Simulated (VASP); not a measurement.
LiTc12 (a cell with a defect): single point with PBE

System: LiTc12 (a cell with a defect).

```
Tc Li
1.0
     5.48000    0.00000    0.00000
    -4.11000    7.11873    0.00000
     0.00000    0.00000    4.39496
Tc Li
12 1
Direct
  0.00590 0.01143 0.99666
  0.15400 0.21899 0.48033
  0.01893 0.34131 0.98839
  0.19126 0.57267 0.49472
  0.00568 0.65916 0.97934
  0.04412 0.82981 0.45808
  0.50462 0.00356 0.04899
  0.74634 0.27734 0.48437
  0.50856 0.33508 0.00066
  0.62865 0.54123 0.51338
  0.50884 0.67783 0.01112
  0.64806 0.91071 0.52257
  0.37193 0.06858 0.60989
```

```json
{
  "Program": "VASP 6.6.1",
  "Task": "single point",
  "Functional": "PBE",
  "Potentials or basis": "VASP PAW PBE potentials, release 64 (Tc_pv, Li_sv)",
  "Cutoff": "650 eV",
  "k mesh": "4 × 3 × 4",
  "Occupations": "gaussian, width 0.05 eV",
  "Spin": "no spin polarisation",
  "Dipole correction": "no",
  "Further INCAR settings": "ALGO = Normal; EDIFF = 1e-06; NBANDS = 92"
}
```

The pressure is 23.0 GPa and the largest force is 0.734 eV/Å. The band gap on the k mesh is zero (an odd number of electrons rules out a gap without spin polarisation).

Forces on the atoms (eV/Å):
```
Tc  -0.111  0.002 -0.070
Tc   0.025  0.026 -0.195
Tc  -0.017  0.004 -0.133
Tc  -0.040 -0.030 -0.083
Tc   0.010  0.027 -0.190
Tc   0.009  0.016 -0.363
Tc   0.034 -0.002  0.303
Tc   0.028 -0.027 -0.162
Tc   0.018  0.063 -0.033
Tc   0.030  0.027  0.050
Tc   0.008 -0.029  0.028
Tc   0.022 -0.039  0.114
Li  -0.014 -0.037  0.733
```

Stress tensor (GPa, compression positive):
```
23.74  3.15  1.49
 3.15 28.48 -1.66
 1.49 -1.66 16.72
```

Levels at points of the mesh, in eV from the Fermi level:
| k point | band 75 | band 76 | band 77 | band 78 | band 79 | band 80 | band 81 | band 82 | band 83 | band 84 |
| --- | --- | --- | --- | --- | --- | --- | --- | --- | --- | --- |
| (0.00, 0.00, 0.00) | -0.88 | -0.72 | -0.64 | -0.58 | -0.43 | -0.10 | 0.04 | 0.42 | 0.84 | 0.94 |
| (0.50, 0.00, 0.00) | -0.85 | -0.75 | -0.66 | -0.37 | -0.20 | -0.14 | 0.02 | 0.20 | 0.37 | 0.44 |
| (0.00, 0.00, 0.50) | -0.44 | -0.26 | 0.00 | 0.09 | 0.11 | 0.13 | 0.36 | 0.44 | 0.67 | 0.86 |
| (0.50, 0.00, 0.50) | -0.68 | -0.56 | -0.47 | -0.32 | -0.23 | -0.11 | 0.09 | 0.13 | 0.38 | 0.54 |

It took 8.9 min on 1 thread of Intel(R) Xeon(R) 6975P-C (Granite Rapids), on a shared host, peak memory 0.58 GiB.
